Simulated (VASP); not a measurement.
# Te: relaxation of cell and atoms with PBE

Crystal: Te.

```
Te
1.0
     5.09340    0.00000    0.00000
    -2.54670    4.41101    0.00000
     0.00000    0.00000    5.72914
Te
2
Direct
  0.33333 0.66667 0.00000
  0.66667 0.33333 0.00000
```

This isn't the form of Te at room conditions, which is trigonal, of chains.

- Program: VASP 6.6.1
- Task: relaxation of cell and atoms
- Functional: PBE
- Potentials or basis: VASP PAW PBE potentials, release 64 (Te)
- Cutoff: 500 eV
- k mesh: 12 × 12 × 10
- Occupations: gaussian, width 0.1 eV
- Spin: no spin polarisation
- Dipole correction: no
- Further INCAR settings: ALGO = Normal; EDIFF = 1e-07; IBRION = 2; EDIFFG = -0.01; NSW = 100; ISIF = 3

* Relaxed volume: 40.55 Å³/atom
* Relaxed cell: a = 5.529 Å, b = 5.529 Å, c = 3.063 Å, α = 90.00°, β = 90.00°, γ = 120.00°
* Space group after relaxing (to 0.1 Å): P6/mmm (No. 191)
* Pressure after relaxing: 0.0 GPa
* Band gap on the k mesh: zero (bands 6 and 7 overlap by 2.46 eV)

Final structure:
```yaml
crystal:
  lattice:
    - [5.52947, 0.00000, 0.00000]
    - [-2.76474, 4.78866, 0.00000]
    - [0.00000, 0.00000, 3.06257]
  atoms:
    - { symbol: Te, position: [0.33333, 0.66667, 0.00000] }
    - { symbol: Te, position: [0.66667, 0.33333, 0.00000] }
```

Levels at points of the mesh, in eV from the Fermi level:
```tsv
k point	band 3	band 4	band 5	band 6	band 7	band 8	band 9	band 10
(0.00, 0.00, 0.00)	-4.37	-4.37	-1.11	-1.11	2.51	3.68	4.52	7.48
(0.50, 0.00, 0.00)	-4.84	-3.66	-0.73	0.48	3.07	3.72	4.09	5.79
(0.00, 0.00, 0.50)	-5.85	-3.69	-2.53	-2.53	0.89	0.89	4.20	4.20
(0.50, 0.00, 0.50)	-5.25	-4.57	-2.96	-1.61	1.18	2.29	3.57	3.92
```

Wall time 29 min on 1 thread of Intel(R) Xeon(R) Platinum 8375C CPU @ 2.90GHz (Ice Lake) (shared host), peak memory 0.37 GiB.

Caveat: the volume moved by over 15 % at a fixed basis, so the end points are rough; the relaxation moved the vacuum too, so the length across it says nothing of the material; spin-orbit coupling is left out, which moves the levels of the heavy elements.
